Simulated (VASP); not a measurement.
# Ca8Pb3Au8 (a cell with a defect) in VASP: single point with LDA

Aim: the single point of Ca8Pb3Au8 (a cell with a defect) with LDA.

All numbers are computed with VASP 6.6.1; they aren't measurements. Logs are shortened: lines on timing, memory, paths and dates and some standing lists are left out, and cuts for length are marked.

### 1 The cell of the first run

The cell holds a defect, 19 atoms: a = 8.124 Å, b = 8.124 Å, c = 7.733 Å, α = 90.00°, β = 90.00°, γ = 90.00°.

### 2 Single point, LDA

INCAR reads:

```
PREC = Accurate
ENCUT = 520
EDIFF = 1E-6
ISMEAR = 0
SIGMA = 0.1
LREAL = Auto
LASPH = T
NELM = 80
ALGO = Normal
ISIF = 2
LWAVE = F
LCHARG = T
GGA = CA
LELF = T
LVHAR = T
NBANDS = 120
```

KPOINTS reads:

```
regular mesh
0
Gamma
  2 2 2
```

POSCAR reads:

```
Ca8Pb3Au8
1.0
    8.1242870700      0.0000000000      0.0000000000
    0.0000000000      8.1242870700      0.0000000000
    0.0000000000      0.0000000000      7.7329305200
Ca Au Pb
8 8 3
Direct
    0.1823715715      0.6630281468      0.2473443923
    0.3382286933      0.1834291412      0.2473503409
    0.8177315674      0.3392367818      0.2473699971
    0.6619085409      0.8188137547      0.2473248654
    0.1824066515      0.6629419854      0.7516255299
    0.3381468400      0.1834432963      0.7515867348
    0.8176684234      0.3392814626      0.7515904850
    0.6618462585      0.8186555870      0.7516310906
    0.6312460350      0.1154212046     -0.0005658915
    0.8857626445      0.6322884649     -0.0004713608
    0.3688439335      0.8868347386     -0.0005603309
    0.1143480027      0.3699031034     -0.0005008451
    0.6112050149      0.1314296246      0.4995505895
    0.8697249296      0.6122505221      0.4994563174
    0.3888930774      0.8707711752      0.4995194241
    0.1304359374      0.3899643098      0.4994627832
    0.5000201205      0.5010530727     -0.0002538494
   -0.0000280640      0.0010964654      0.9996928047
    0.5000778487      0.5011138780      0.4993118702
```

Potentials or basis: VASP PAW LDA potentials, release 64 (Ca_sv, Au, Pb_d).

The run is started by

```sh
> cat potpaw_LDA.64/Ca_sv/POTCAR potpaw_LDA.64/Au/POTCAR potpaw_LDA.64/Pb_d/POTCAR > POTCAR
> mpirun -np 1 vasp_std > vasp.out
```

OUTCAR:

```text
PREC = Accurate
   ENCUT = 520
   EDIFF = 1E-6
   ISMEAR = 0
   LREAL = Auto
   LASPH = T
   NELM = 80
   ISIF = 2
   GGA = CA

 ion  position               nearest neighbor table
   1  0.182  0.663  0.247-  16 2.98  11 3.05  15 3.08  10 3.09  12 3.11  14 3.23  17 3.47  19 3.49

   2  0.338  0.183  0.247-  13 2.98  12 3.05  16 3.08  11 3.09   9 3.11  15 3.23  17 3.47  19 3.49

   3  0.818  0.339  0.247-  14 2.98   9 3.05  13 3.08  12 3.09  10 3.11  16 3.23  17 3.47  19 3.49

   4  0.662  0.819  0.247-  15 2.98  10 3.05  14 3.08   9 3.09  11 3.11  13 3.23  17 3.47  19 3.49

   5  0.182  0.663  0.752-  16 2.98  11 3.05  15 3.08  10 3.09  12 3.11  14 3.23  17 3.47  19 3.49

   6  0.338  0.183  0.752-  13 2.98  12 3.05  16 3.08  11 3.09   9 3.11  15 3.23  17 3.47  19 3.49
[... 15 lines left out ...]
  14  0.870  0.612  0.499-  16 2.78   3 2.98   7 2.98   8 3.08   4 3.08  19 3.14   1 3.23   5 3.23

  15  0.389  0.871  0.500-  13 2.78   8 2.98   4 2.98   5 3.08   1 3.08  19 3.14   6 3.23   2 3.23

  16  0.130  0.390  0.499-  14 2.78   5 2.98   1 2.98   6 3.08   2 3.08  19 3.14   3 3.23   7 3.23

  17  0.500  0.501  1.000-   9 3.31  12 3.31  10 3.31  11 3.31   2 3.47   1 3.47   3 3.47   4 3.47
                             8 3.47   7 3.47   5 3.47   6 3.47  19 3.86  19 3.87
  18  1.000  0.001  1.000-   9 3.14  10 3.14  12 3.14  11 3.14
  19  0.500  0.501  0.499-  16 3.14  14 3.14  15 3.14  13 3.14   3 3.49   2 3.49   4 3.49   1 3.49
                             8 3.49   7 3.49   5 3.49   6 3.49  17 3.86  17 3.87

  LATTYP: Found a simple tetragonal cell.
 ALAT       =     8.1242870700
 C/A-ratio  =     0.9518288132

  Lattice vectors:

 A1 = (   8.1242870700,   0.0000000000,   0.0000000000)
 A2 = (   0.0000000000,   8.1242870700,   0.0000000000)
 A3 = (   0.0000000000,   0.0000000000,   7.7329305200)

Analysis of symmetry for initial positions (statically):
=====================================================================
 Subroutine PRICEL returns:
 Original cell was already a primitive cell.

 Routine SETGRP: Setting up the symmetry group for a
 simple tetragonal supercell.

 Subroutine GETGRP returns: Found  1 space group operations
 (whereof  1 operations were pure point group operations)
 out of a pool of 16 trial point group operations.

The static configuration has the point symmetry C_1 .

Analysis of symmetry for dynamics (positions and initial velocities):
=====================================================================
 Subroutine PRICEL returns:
 Original cell was already a primitive cell.

 Routine SETGRP: Setting up the symmetry group for a
 simple tetragonal supercell.

 Subroutine GETGRP returns: Found  1 space group operations
 (whereof  1 operations were pure point group operations)
 out of a pool of 16 trial point group operations.

The dynamic configuration has the point symmetry C_1 .

 Subroutine INISYM returns: Found  1 space group operations
 (whereof  1 operations are pure point group operations),
 and found     1 'primitive' translations

----------------------------------------------------------------------------------------

                                     Primitive cell

  volume of cell :     510.4047

  direct lattice vectors                    reciprocal lattice vectors
     8.124287070  0.000000000  0.000000000     0.123087723  0.000000000  0.000000000
     0.000000000  8.124287070  0.000000000     0.000000000  0.123087723  0.000000000
     0.000000000  0.000000000  7.732930520     0.000000000  0.000000000  0.129317081

  length of vectors
     8.124287070  8.124287070  7.732930520     0.123087723  0.123087723  0.129317081

  position of ions in fractional coordinates (direct lattice)
     0.182371571  0.663028147  0.247344392
     0.338228693  0.183429141  0.247350341
     0.817731567  0.339236782  0.247369997
     0.661908541  0.818813755  0.247324865
     0.182406652  0.662941985  0.751625530
     0.338146840  0.183443296  0.751586735
[... 11 lines left out ...]
     0.999971936  0.001096465  0.999692805
     0.500077849  0.501113878  0.499311870

  ion indices of the primitive-cell ions
   primitive index   ion index
                 1           1
                 2           2
                 3           3
                 4           4
                 5           5
                 6           6
[... 11 lines left out ...]
                18          18
                19          19

----------------------------------------------------------------------------------------

 KPOINTS: regular mesh

Automatic generation of k-mesh.
 Grid dimensions read from file:
 generate k-points for:    2    2    2

 Generating k-lattice:

  Cartesian coordinates                     Fractional coordinates (reciprocal lattice)
     0.061543862  0.000000000  0.000000000     0.500000000  0.000000000  0.000000000
     0.000000000  0.061543862  0.000000000     0.000000000  0.500000000  0.000000000
     0.000000000  0.000000000  0.064658540     0.000000000  0.000000000  0.500000000

  Length of vectors
     0.061543862  0.061543862  0.064658540

  Shift w.r.t. Gamma in fractional coordinates (k-lattice)
     0.000000000  0.000000000  0.000000000

 Subroutine IBZKPT returns following result:
 ===========================================

 Found      8 irreducible k-points:

 Following reciprocal coordinates:
            Coordinates               Weight
  0.000000  0.000000  0.000000      1.000000
  0.500000  0.000000  0.000000      1.000000
  0.000000  0.500000  0.000000      1.000000
  0.500000  0.500000  0.000000      1.000000
  0.000000  0.000000  0.500000      1.000000
  0.500000  0.000000  0.500000      1.000000
  0.000000  0.500000  0.500000      1.000000
  0.500000  0.500000  0.500000      1.000000
   k-points           NKPTS =      8   k-points in BZ     NKDIM =      8   number of bands    NBANDS=    120
   number of dos      NEDOS =    301   number of ions     NIONS =     19
   total plane-waves  NPLWV = 216000
   dimension x,y,z NGX =    60 NGY =   60 NGZ =   60
   dimension x,y,z NGXF=   120 NGYF=  120 NGZF=  120
   ions per type =               8   8   3
   NGX,Y,Z   is equivalent  to a cutoff of  12.28, 12.28, 12.90 a.u.
   NGXF,Y,Z  is equivalent  to a cutoff of  24.56, 24.56, 25.80 a.u.
 SYSTEM =  unknown system
   PREC   = accura    normal or accurate (medium, high low for compatibility)
   ISTART =      0    job   : 0-new  1-cont  2-samecut
   ICHARG =      2    charge: 1-file 2-atom 10-const
   ISPIN  =      1    spin polarized calculation?
   LNONCOLLINEAR =      F non collinear calculations
   LSORBIT =      F    spin-orbit coupling
   LASPH  =      T    aspherical Exc in radial PAW
   ENCUT  =  520.0 eV  38.22 Ry    6.18 a.u.  15.11 15.11 14.38*2*pi/ulx,y,z
   NELM   =     80;   NELMIN=  2; NELMDL= -5     # of ELM steps
   EDIFF  = 0.1E-05   stopping-criterion for ELM
   LREAL  =      T    real-space projection
   EDIFFG = 0.1E-04   stopping-criterion for IOM
   NSW    =      0    number of steps for IOM
   IBRION =     -1    ionic relax: 0-MD 1-quasi-New 2-CG
   NFREE  =      0    steps in history (QN), initial steepest desc. (CG)
   ISIF   =      2    stress and relaxation
   ISYM   =      2    0-nonsym 1-usesym 2-fastsym
   POTIM  = 0.5000    time-step for ionic-motion
   TEBEG  =    0.0;   TEEND  =   0.0 temperature during run
   PSTRESS=    0.0 pullay stress
   NELECT =     210.0000    total number of electrons
   NUPDOWN=      -1.0000    fix difference up-down
   EMIN   =  10.00;   EMAX   =-10.00  energy-range for DOS
   EFERMI =   0.00;   METHOD = LEGACY
   ISMEAR =     0;   SIGMA  =   0.10  broadening in eV -4-tet -1-fermi 0-gaus
   EFERMI_NEDOS =   21; number of points for ismear=-14 and -15
   IALGO  =     38    algorithm
   IMIX   =      4    mixing-type and parameters
     AMIX     =   0.40;   BMIX     =  1.00
     AMIX_MAG =   1.60;   BMIX_MAG =  1.00
  volume/ion in A,a.u.               =      26.86       181.28
  Fermi-wavevector in a.u.,A,eV,Ry     =   1.217614  2.300957 20.171786  1.482584
  Thomas-Fermi vector in A             =   2.352929
   LORBIT       =      0    0 simple, 1 ext, 2 COOP (PROOUT), +10 PAW based schemes
   GGA     = CA    functional components
   LHFCALC =     F    Hartree Fock is set to
   AEXX    =    0.0000 exact exchange contribution
   IVDW    =     0    specifies the selected vdW correction
   LEPSILON=     F    determine dielectric tensor
   LRPA    =     F    only Hartree local field effects (RPA)
 non-spin polarized calculation
 Gauss-broadening in eV      SIGMA  =   0.10
  energy-cutoff  :      520.00
  volume of cell :      510.40
 maximum number of plane-waves:     13804
   NGX = 31   NGY = 31   NGZ = 29

 number of electron     209.9999997 magnetization

 Free energy of the ion-electron system (eV)
  ---------------------------------------------------
  ext. energy  EPLUGINS =         0.00000000
  ---------------------------------------------------
  free energy    TOTEN  =       -78.34962274 eV

  energy without entropy =      -78.31745036  energy(sigma->0) =      -78.33353655

 E-fermi :   4.6648     XC(G=0): -10.0270

 val. band max:        4.6462854543   @ k =   0.5000   0.5000   0.0000
 cond. band min:       4.7133672623   @ k =   0.0000   0.0000   0.0000
 fundamental gap:      0.0670818081
 Fermi energy:         4.6648067749

 k-point     1 :       0.0000    0.0000    0.0000
  band No.  band energies     occupation
      1     -35.9126      2.00000
      2     -35.9082      2.00000
      3     -35.9079      2.00000
      4     -35.9079      2.00000
      5     -35.9056      2.00000
      6     -35.9023      2.00000
[... 949 lines left out ...]
    116       6.2986      0.00000
    117       6.5270      0.00000
 [bands above 117 left out]

------------------------ aborting loop because EDIFF is reached ----------------------------------------

  FORCE on cell =-STRESS in cart. coord.  units (eV):
  Direction    XX          YY          ZZ          XY          YZ          ZX
  --------------------------------------------------------------------------------------
  -------------------------------------------------------------------------------------
  Total      -13.6030490    -13.5678550    -11.3742349      0.0011379     -0.0003248     -0.0019726
  in kB      -42.7004268    -42.5899516    -35.7041046      0.0035720     -0.0010197     -0.0061920
  external PRESSURE =     -40.3314943 kB  Pullay stress =       0.0000000 kB

 VOLUME and BASIS-vectors are now :
 -----------------------------------------------------------------------------
  energy-cutoff  :      520.00
  volume of cell :      510.40
      direct lattice vectors                 reciprocal lattice vectors
     8.124287070  0.000000000  0.000000000     0.123087723  0.000000000  0.000000000
     0.000000000  8.124287070  0.000000000     0.000000000  0.123087723  0.000000000
     0.000000000  0.000000000  7.732930520     0.000000000  0.000000000  0.129317081

 POSITION                                       TOTAL-FORCE (eV/Angst)
 -----------------------------------------------------------------------------------
      1.48164      5.38663      1.91270        -0.001310      0.003219     -0.005213
      2.74787      1.49023      1.91274        -0.005077     -0.001859     -0.005497
      6.64349      2.75606      1.91290         0.001385     -0.004694     -0.006031
      5.37754      6.65228      1.91255         0.003861      0.000614     -0.004967
      1.48192      5.38593      5.81227        -0.001443      0.003343      0.004621
      2.74720      1.49035      5.81197        -0.004175     -0.001329      0.005156
[... 11 lines left out ...]
      8.12406      0.00891      7.73056         0.000063      0.002720      0.001102
      4.06278      4.07119      3.86114        -0.001097      0.002350      0.006839
 -----------------------------------------------------------------------------------
    total drift:                                0.000268      0.007000      0.015534

  FREE ENERGIE OF THE ION-ELECTRON SYSTEM (eV)
  ---------------------------------------------------
  free  energy   TOTEN  =       -78.3496227425 eV

  energy  without entropy=      -78.3174503601  energy(sigma->0) =      -78.33353655
```

Wall time 17 min (1 thread of AMD EPYC 7R13 (Zen 3), shared host); peak memory 0.53 GiB.

Results:

```yaml
Free_energy: -78.3496 eV
Pressure: -4.0 GPa
Largest_force: 0.019 eV/Å
Band_gap_on_the_k_mesh: zero (bands 105 and 106 overlap by 0.75 eV)
```

Forces on the atoms (eV/Å):
```
Ca  -0.001  0.003 -0.005
Ca  -0.005 -0.002 -0.005
Ca   0.001 -0.005 -0.006
Ca   0.004  0.001 -0.005
Ca  -0.001  0.003  0.005
Ca  -0.004 -0.001  0.005
Ca   0.002 -0.004  0.005
Ca   0.005  0.002  0.004
Au   0.001  0.005 -0.001
Au  -0.006  0.002 -0.002
Au   0.000 -0.006  0.000
Au   0.005 -0.001 -0.001
Au   0.018 -0.004 -0.001
Au   0.003  0.016  0.001
Au  -0.016  0.001 -0.001
Au  -0.005 -0.018 -0.002
Pb   0.000  0.002  0.000
Pb   0.000  0.003  0.001
Pb  -0.001  0.002  0.007
```

Stress tensor (GPa, compression positive):
```
-4.27  0.00  0.00
 0.00 -4.26  0.00
 0.00  0.00 -3.57
```

Caveat: the k points lie up to 0.41 Å⁻¹ apart, too coarse for converged energies and pressures of a metal; spin-orbit coupling is left out, which moves the levels of the heavy elements.

The gap in the log of VASP goes by the Fermi energy; the results here count the filled bands.